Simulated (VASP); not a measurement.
# InSb3 (Fm-3m) in VASP: a series of runs

InSb3 is run at these levels: LDA; tasks: single point.

Everything below comes from runs of VASP 6.6.1. Logs are shortened: lines on timing, memory, paths and dates and some standing lists are left out, and cuts for length are marked.

## (1) The cell of the first run

Symmetry: Fm-3m, No. 225, cubic system. The conventional cell has a = 7.589 Å, b = 7.589 Å, c = 7.589 Å, α = 90.00°, β = 90.00°, γ = 90.00°. Sb (site symmetry m-3m) has 8 Sb at 3.29 Å and 6 In at 3.79 Å within 4.3 Å. Within 4.3 Å of Sb (site symmetry -43m) lie 4 In at 3.29 Å and 10 Sb at 3.29 to 3.79 Å. In (site symmetry m-3m) has 14 Sb at 3.29 to 3.79 Å within 4.3 Å.

## (2) Single point, LDA

INCAR reads:

```
SYSTEM = InSb3
PREC = Accurate
ENCUT = 520
EDIFF = 1E-6
ISMEAR = -1
SIGMA = 0.05
LREAL = .False.
LASPH = .True.
NELM = 80
ALGO = Normal
ISIF = 2
LWAVE = .False.
LCHARG = .False.
NBANDS = 22
```

KPOINTS reads:

```
Automatic mesh
0
Gamma
  6 6 6
  0 0 0
```

POSCAR reads:

```
InSb3
1.0
    0.0000000000      3.7945550000      3.7945550000
    3.7945550000      0.0000000000      3.7945550000
    3.7945550000      3.7945550000      0.0000000000
Sb In
3 1
Direct
    0.5000000000      0.5000000000      0.5000000000
    0.7500000000      0.7500000000      0.7500000000
    0.2500000000      0.2500000000      0.2500000000
    0.0000000000      0.0000000000      0.0000000000
```

Potentials or basis: VASP PAW LDA potentials, release 64 (Sb, In_d).

Command:

```sh
$ cat potpaw_LDA.64/Sb/POTCAR potpaw_LDA.64/In_d/POTCAR > POTCAR
$ mpirun -np 1 vasp_std > vasp.out
```

OUTCAR:

```text
SYSTEM = InSb3
   PREC = Accurate
   ENCUT = 520
   EDIFF = 1E-6
   ISMEAR = -1
   LREAL = .False.
   LASPH = .True.
   NELM = 80
   ISIF = 2

 ion  position               nearest neighbor table
   1  0.500  0.500  0.500-   2 3.29   3 3.29   3 3.29   3 3.29   3 3.29   2 3.29   2 3.29   2 3.29
                             4 3.79   4 3.79   4 3.79   4 3.79   4 3.79   4 3.79
   2  0.750  0.750  0.750-   1 3.29   4 3.29   1 3.29   1 3.29   1 3.29   4 3.29   4 3.29   4 3.29

   3  0.250  0.250  0.250-   1 3.29   4 3.29   4 3.29   4 3.29   4 3.29   1 3.29   1 3.29   1 3.29

   4  0.000  0.000  0.000-   2 3.29   3 3.29   2 3.29   2 3.29   2 3.29   3 3.29   3 3.29   3 3.29
                             1 3.79   1 3.79   1 3.79   1 3.79   1 3.79   1 3.79

  LATTYP: Found a face centered cubic cell.
 ALAT       =     7.5891100000

  Lattice vectors:

 A1 = (   0.0000000000,   3.7945550000,   3.7945550000)
 A2 = (   3.7945550000,   0.0000000000,   3.7945550000)
 A3 = (   3.7945550000,   3.7945550000,   0.0000000000)

Analysis of symmetry for initial positions (statically):
=====================================================================
 Subroutine PRICEL returns:
 Original cell was already a primitive cell.

 Routine SETGRP: Setting up the symmetry group for a
 face centered cubic supercell.

 Subroutine GETGRP returns: Found 48 space group operations
 (whereof 48 operations were pure point group operations)
 out of a pool of 48 trial point group operations.

The static configuration has the point symmetry O_h .

Analysis of symmetry for dynamics (positions and initial velocities):
=====================================================================
 Subroutine PRICEL returns:
 Original cell was already a primitive cell.

 Routine SETGRP: Setting up the symmetry group for a
 face centered cubic supercell.

 Subroutine GETGRP returns: Found 48 space group operations
 (whereof 48 operations were pure point group operations)
 out of a pool of 48 trial point group operations.

The dynamic configuration has the point symmetry O_h .

 Subroutine INISYM returns: Found 48 space group operations
 (whereof 48 operations are pure point group operations),
 and found     1 'primitive' translations

----------------------------------------------------------------------------------------

                                     Primitive cell

  volume of cell :     109.2729

  direct lattice vectors                    reciprocal lattice vectors
     0.000000000  3.794555000  3.794555000    -0.131767757  0.131767757  0.131767757
     3.794555000  0.000000000  3.794555000     0.131767757 -0.131767757  0.131767757
     3.794555000  3.794555000  0.000000000     0.131767757  0.131767757 -0.131767757

  length of vectors
     5.366311144  5.366311144  5.366311144     0.228228449  0.228228449  0.228228449

  position of ions in fractional coordinates (direct lattice)
     0.500000000  0.500000000  0.500000000
     0.750000000  0.750000000  0.750000000
     0.250000000  0.250000000  0.250000000
     0.000000000  0.000000000  0.000000000

  ion indices of the primitive-cell ions
   primitive index   ion index
                 1           1
                 2           2
                 3           3
                 4           4

----------------------------------------------------------------------------------------

 KPOINTS: Automatic mesh

Automatic generation of k-mesh.
 Grid dimensions read from file:
 generate k-points for:    6    6    6

 Generating k-lattice:

  Cartesian coordinates                     Fractional coordinates (reciprocal lattice)
    -0.021961293  0.021961293  0.021961293     0.166666667  0.000000000  0.000000000
     0.021961293 -0.021961293  0.021961293     0.000000000  0.166666667  0.000000000
     0.021961293  0.021961293 -0.021961293     0.000000000  0.000000000  0.166666667

  Length of vectors
     0.038038075  0.038038075  0.038038075

  Shift w.r.t. Gamma in fractional coordinates (k-lattice)
     0.000000000  0.000000000  0.000000000

 Subroutine IBZKPT returns following result:
 ===========================================

 Found     16 irreducible k-points:

 Following reciprocal coordinates:
            Coordinates               Weight
  0.000000  0.000000  0.000000      1.000000
  0.166667  0.000000  0.000000      8.000000
  0.333333  0.000000  0.000000      8.000000
  0.500000  0.000000  0.000000      4.000000
  0.166667  0.166667  0.000000      6.000000
  0.333333  0.166667  0.000000     24.000000
[... 8 lines left out ...]
 -0.333333  0.333333  0.166667     24.000000
 -0.333333  0.500000  0.166667     12.000000
   k-points           NKPTS =     16   k-points in BZ     NKDIM =     16   number of bands    NBANDS=     22
   number of dos      NEDOS =    301   number of ions     NIONS =      4
   total plane-waves  NPLWV =  64000
   dimension x,y,z NGX =    40 NGY =   40 NGZ =   40
   dimension x,y,z NGXF=    80 NGYF=   80 NGZF=   80
   ions per type =               3   1
   NGX,Y,Z   is equivalent  to a cutoff of  12.39, 12.39, 12.39 a.u.
   NGXF,Y,Z  is equivalent  to a cutoff of  24.78, 24.78, 24.78 a.u.
 SYSTEM =  InSb3
   PREC   = accura    normal or accurate (medium, high low for compatibility)
   ISTART =      0    job   : 0-new  1-cont  2-samecut
   ICHARG =      2    charge: 1-file 2-atom 10-const
   ISPIN  =      1    spin polarized calculation?
   LNONCOLLINEAR =      F non collinear calculations
   LSORBIT =      F    spin-orbit coupling
   LASPH  =      T    aspherical Exc in radial PAW
   ENCUT  =  520.0 eV  38.22 Ry    6.18 a.u.   9.98  9.98  9.98*2*pi/ulx,y,z
   NELM   =     80;   NELMIN=  2; NELMDL= -5     # of ELM steps
   EDIFF  = 0.1E-05   stopping-criterion for ELM
   LREAL  =      F    real-space projection
[... 7 lines left out ...]
   TEBEG  =    0.0;   TEEND  =   0.0 temperature during run
   PSTRESS=    0.0 pullay stress
   NELECT =      28.0000    total number of electrons
   NUPDOWN=      -1.0000    fix difference up-down
   EMIN   =  10.00;   EMAX   =-10.00  energy-range for DOS
   EFERMI =   0.00;   METHOD = LEGACY
   ISMEAR =    -1;   SIGMA  =   0.05  broadening in eV -4-tet -1-fermi 0-gaus
   EFERMI_NEDOS =   21; number of points for ismear=-14 and -15
   IALGO  =     38    algorithm
   IMIX   =      4    mixing-type and parameters
     AMIX     =   0.40;   BMIX     =  1.00
     AMIX_MAG =   1.60;   BMIX_MAG =  1.00
  volume/ion in A,a.u.               =      27.32       184.35
  Fermi-wavevector in a.u.,A,eV,Ry     =   1.039816  1.964968 14.710866  1.081218
  Thomas-Fermi vector in A             =   2.174364
   LORBIT       =      0    0 simple, 1 ext, 2 COOP (PROOUT), +10 PAW based schemes
   GGA     = CA    functional components
   LHFCALC =     F    Hartree Fock is set to
   AEXX    =    0.0000 exact exchange contribution
   IVDW    =     0    specifies the selected vdW correction
   LEPSILON=     F    determine dielectric tensor
   LRPA    =     F    only Hartree local field effects (RPA)
 non-spin polarized calculation
  energy-cutoff  :      520.00
  volume of cell :      109.27
 maximum number of plane-waves:      2956
   NGX = 19   NGY = 19   NGZ = 19

 number of electron      27.9999991 magnetization

 Free energy of the ion-electron system (eV)
  ---------------------------------------------------
  ext. energy  EPLUGINS =         0.00000000
  ---------------------------------------------------
  free energy    TOTEN  =       -16.94170870 eV

  energy without entropy =      -16.90978254  energy(sigma->0) =      -16.92574562

 E-fermi :   7.9130     XC(G=0): -10.3136

 val. band max:        7.8131462810   @ k =   0.5000   0.3333   0.0000
 cond. band min:       7.9436385996   @ k =   0.5000   0.1667   0.0000
 fundamental gap:      0.1304923186
 Fermi energy:         7.9129973591

 k-point     1 :       0.0000    0.0000    0.0000
  band No.  band energies     occupation
      1      -6.6940      2.00000
      2      -6.6940      2.00000
      3      -6.6940      2.00000
      4      -6.6624      2.00000
      5      -6.6624      2.00000
      6      -4.4324      2.00000
[... 14 lines left out ...]
     21      14.3984      0.00000
     22      14.3984      0.00000

 k-point     2 :       0.1667    0.0000    0.0000
  band No.  band energies     occupation
      1      -6.6976      2.00000
      2      -6.6925      2.00000
      3      -6.6925      2.00000
      4      -6.6629      2.00000
      5      -6.6629      2.00000
      6      -4.2284      2.00000
[... 14 lines left out ...]
     21      12.8297      0.00000
     22      13.9185      0.00000

 k-point     3 :       0.3333    0.0000    0.0000
  band No.  band energies     occupation
      1      -6.7055      2.00000
      2      -6.6898      2.00000
      3      -6.6898      2.00000
      4      -6.6634      2.00000
      5      -6.6634      2.00000
      6      -3.6353      2.00000
[... 14 lines left out ...]
     21      12.2978      0.00000
     22      14.0158      0.00000

 k-point     4 :       0.5000    0.0000    0.0000
  band No.  band energies     occupation
      1      -6.7098      2.00000
      2      -6.6887      2.00000
      3      -6.6887      2.00000
      4      -6.6635      2.00000
      5      -6.6635      2.00000
      6      -2.9810      2.00000
[... 14 lines left out ...]
     21      13.4039      0.00000
     22      16.0960      0.00000

 k-point     5 :       0.1667    0.1667    0.0000
  band No.  band energies     occupation
      1      -6.7001      2.00000
      2      -6.6911      2.00000
      3      -6.6911      2.00000
      4      -6.6648      2.00000
      5      -6.6618      2.00000
      6      -4.1602      2.00000
[... 217 lines left out ...]
 k-point    14 :       0.5000    0.3333    0.1667
  band No.  band energies     occupation
      1      -6.7066      2.00000
      2      -6.6922      2.00000
      3      -6.6853      2.00000
      4      -6.6691      2.00000
      5      -6.6622      2.00000
      6      -3.1139      2.00000
[... 14 lines left out ...]
     21      12.5764      0.00000
     22      13.8612      0.00000

 k-point    15 :      -0.3333    0.3333    0.1667
  band No.  band energies     occupation
      1      -6.7030      2.00000
      2      -6.6980      2.00000
      3      -6.6838      2.00000
      4      -6.6696      2.00000
      5      -6.6629      2.00000
      6      -2.4432      2.00000
[... 14 lines left out ...]
     21      12.7334      0.00000
     22      15.3833      0.00000

 k-point    16 :      -0.3333    0.5000    0.1667
  band No.  band energies     occupation
      1      -6.7101      2.00000
      2      -6.6918      2.00000
      3      -6.6819      2.00000
      4      -6.6726      2.00000
      5      -6.6617      2.00000
      6      -1.9946      2.00000
[... 14 lines left out ...]
     21      12.1603      0.00000
     22      14.5888      0.00000

------------------------ aborting loop because EDIFF is reached ----------------------------------------

  FORCE on cell =-STRESS in cart. coord.  units (eV):
  Direction    XX          YY          ZZ          XY          YZ          ZX
  --------------------------------------------------------------------------------------
  -------------------------------------------------------------------------------------
  Total       -2.8748610     -2.8748610     -2.8748610      0.0000000      0.0000000      0.0000000
  in kB      -42.1516789    -42.1516789    -42.1516789      0.0000000      0.0000000      0.0000000
  external PRESSURE =     -42.1516789 kB  Pullay stress =       0.0000000 kB

 VOLUME and BASIS-vectors are now :
 -----------------------------------------------------------------------------
  energy-cutoff  :      520.00
  volume of cell :      109.27
      direct lattice vectors                 reciprocal lattice vectors
     0.000000000  3.794555000  3.794555000    -0.131767757  0.131767757  0.131767757
     3.794555000  0.000000000  3.794555000     0.131767757 -0.131767757  0.131767757
     3.794555000  3.794555000  0.000000000     0.131767757  0.131767757 -0.131767757

 POSITION                                       TOTAL-FORCE (eV/Angst)
 -----------------------------------------------------------------------------------
      3.79455      3.79455      3.79455        -0.000000      0.000000     -0.000000
      5.69183      5.69183      5.69183         0.000000     -0.000000      0.000000
      1.89728      1.89728      1.89728         0.000000      0.000000      0.000000
      0.00000      0.00000      0.00000        -0.000000      0.000000     -0.000000
 -----------------------------------------------------------------------------------
    total drift:                               -0.000000      0.000000      0.000000

  FREE ENERGIE OF THE ION-ELECTRON SYSTEM (eV)
  ---------------------------------------------------
  free  energy   TOTEN  =       -16.9417086964 eV

  energy  without entropy=      -16.9097825364  energy(sigma->0) =      -16.92574562
```

Run time: 59 s. Hardware: 1 thread of Intel Xeon 8259CL, shared host; peak memory 0.21 GiB.

What came out:

```yaml
Free_energy: -16.9417 eV
Pressure: -4.2 GPa
Band_gap_on_the_k_mesh: zero (bands 14 and 15 overlap by 3.41 eV)
```

Caveat: the cell stands under tension; spin-orbit coupling is left out, which moves the levels of the heavy elements.

## (3) Single point, LDA

INCAR reads:

```
ALGO = Normal
EDIFF = 1E-7
ENCUT = 520
GGA = CA
ISIF = 2
ISMEAR = -1
LASPH = T
LCHARG = F
LREAL = F
LWAVE = F
NBANDS = 22
NELM = 100
PREC = Accurate
SIGMA = 0.05
```

KPOINTS reads:

```
k-points
0
Gamma
  6 6 6
```

POSCAR is that of step 2.

Potentials or basis: VASP PAW LDA potentials, release 64 (Sb, In_d).

Command:

```sh
$ cat potpaw_LDA.64/Sb/POTCAR potpaw_LDA.64/In_d/POTCAR > POTCAR
$ mpirun -np 1 vasp_std > vasp.out
```

It took 65 s on 1 thread of Intel Xeon 8259CL, shared host; peak memory 0.21 GiB.

The run converged. Its results:

```yaml
Free_energy: -16.9417 eV
Pressure: -4.2 GPa
Band_gap_on_the_k_mesh: zero (bands 14 and 15 overlap by 3.41 eV)
```

Levels at points of the mesh, in eV from the Fermi level:
| k point | band 12 | band 13 | band 14 | band 15 | band 16 | band 17 |
| --- | --- | --- | --- | --- | --- | --- |
| (0.00, 0.00, 0.00) | -2.53 | -2.46 | -2.46 | -2.46 | -0.80 | -0.80 |
| (0.50, 0.00, 0.00) | -2.68 | -2.68 | -0.38 | -0.26 | 1.82 | 1.82 |
| (0.50, 0.50, 0.00) | 0.20 | 0.80 | 0.80 | 1.07 | 1.60 | 1.67 |

Caveat: the cell stands under tension; spin-orbit coupling is left out, which moves the levels of the heavy elements.

The gap in the log of VASP goes by the Fermi energy; the results here count the filled bands.